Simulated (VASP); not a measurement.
Here is a VASP 6.6.1 calculation.

The input INCAR:

```
SYSTEM = Ca
  PREC = Accurate
  ENCUT = 520
  EDIFF = 1E-6
  ISMEAR = 0
  SIGMA = 0.15
  LREAL = .False.
  LASPH = .True.
  NELM = 100
  ALGO = Fast
  ISIF = 2
  LWAVE = .False.
  LCHARG = .True.
  GGA = PE
  LELF = .True.
  LVHAR = .True.
  NBANDS = 11
```

Contents of KPOINTS:

```
regular mesh
0
Gamma
  14 14 14
  0 0 0
```

File POSCAR:

```
Ca
1.0
    0.0000000000      2.8780260000      2.7942000000
    2.8780260000      0.0000000000      2.7942000000
    2.8780260000      2.8780260000      0.0000000000
Ca
1
Direct
    0.0000000000      0.0000000000      0.0000000000
```

Potentials or basis: VASP PAW PBE potentials, release 64 (Ca_sv).

Command:

```console
$ cat potpaw_PBE.64/Ca_sv/POTCAR > POTCAR
$ mpirun -np 1 vasp_std > vasp.out
```

(1) Estimate the pressure.

(2) Predict the band gap on the k mesh.

## Answers

(1) -1.4 GPa.

(2) zero (band 5 reaches 1.82 eV, above the bottom of band 6 at 1.39 eV).

Caveat: the cell differs from its parent crystal (strain +0.030 along x and y, +0.000 along z).
